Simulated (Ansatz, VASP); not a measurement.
## GaSi2 in VASP and in Ansatz

POSCAR

```
GaSi2
1.0
    4.1266307485      0.0000000000      0.0000000000
    0.0000000000      4.1266307485      0.0000000000
    0.0000000000      0.0000000000      5.9407600970
Ga Si
2 4
Direct
    0.0000000000      0.0000000000      0.0000000000
    0.5000000000      0.5000000000      0.5000000000
    0.0000000000      0.5000000000      0.2030000000
    0.0000000000      0.5000000000      0.7030000000
    0.5000000000      0.0000000000      0.2970000000
    0.5000000000      0.0000000000      0.7970000000
```

The input INCAR.step1:

```
SYSTEM = GaSi2
  PREC = Accurate
  ENCUT = 600
  ISMEAR = 0
  SIGMA = 0.1
  LREAL = .FALSE.
  LASPH = .TRUE.
  NELM = 80
  GGA = PE
  ALGO = Normal
  EDIFF = 1E-4
  LWAVE = .TRUE.
  LCHARG = .FALSE.
```

The input INCAR.step2:

```
SYSTEM = GaSi2
  PREC = Accurate
  ENCUT = 600
  EDIFF = 1E-7
  ISMEAR = 0
  SIGMA = 0.1
  LREAL = .FALSE.
  LASPH = .TRUE.
  NELM = 80
  ALGO = Normal
  ISIF = 3
  LWAVE = .FALSE.
  LCHARG = .FALSE.
  METAGGA = R2SCAN
  LMIXTAU = .TRUE.
  IBRION = 2
  NSW = 90
  EDIFFG = -0.04
  ISTART = 1
```

Contents of KPOINTS:

```
regular mesh
0
G
  4 4 4
  0 0 0
```

Input for Ansatz:

```yaml
crystal:
  lattice:
    - [4.1266307485, 0.0, 0.0]
    - [0.0, 4.1266307485, 0.0]
    - [0.0, 0.0, 5.940760097]
  atoms:
    - { symbol: Ga, position: [0.0, 0.0, 0.0] }
    - { symbol: Ga, position: [0.5, 0.5, 0.5] }
    - { symbol: Si, position: [0.0, 0.5, 0.203] }
    - { symbol: Si, position: [0.0, 0.5, 0.703] }
    - { symbol: Si, position: [0.5, 0.0, 0.297] }
    - { symbol: Si, position: [0.5, 0.0, 0.797] }
basis:
  ecutwfc: 500
kpoints:
  mp_grid: { grid: [4, 4, 4] }
hamiltonian:
  xc: r2scan
scf:
  occupations: { method: gaussian, width: 0.1 }
  lower_state_search: "off"
output:
  forces: true
  stress: true
  eigenvalues: true
relax:
  adjacent_minimum: "off"
  f_tol: 0.04
  max_steps: 70
  cell: { stress_tol: 0.4 }
```

Alike in both runs: task relaxation of cell and atoms; functional r2SCAN; k mesh 4 × 4 × 4; occupations gaussian, width 0.1 eV; no spin polarisation.

|  | VASP | Ansatz |
| --- | --- | --- |
| version | VASP 6.6.1 | Ansatz 0.2.0 |
| potentials or method | VASP PAW PBE potentials, release 64 (Ga_d, Si), cutoff 600 eV | scalar-relativistic, plane waves, PAW |
| valence electrons in the cell | 42 | 42 |

|  | VASP | Ansatz | Ansatz less VASP |
| --- | --- | --- | --- |
| gap on the k mesh at the Fermi level, each at its own relaxed structure (eV) | none | none | - |
| relaxed volume (Å³/atom) | 18.10 | 17.34 | -0.758 |
| relaxed cell length with the largest relative difference (Å) | 5.883 | 7.566 | +1.6828 |

VASP's potentials were made for PBE, not for r2SCAN. A gap of «none» marks a metal or a gap that the smearing closes. One of these differences is far larger than is usual between the two programs; its cause wasn't traced.

The k mesh is coarse, so the values compare programs but aren't converged.
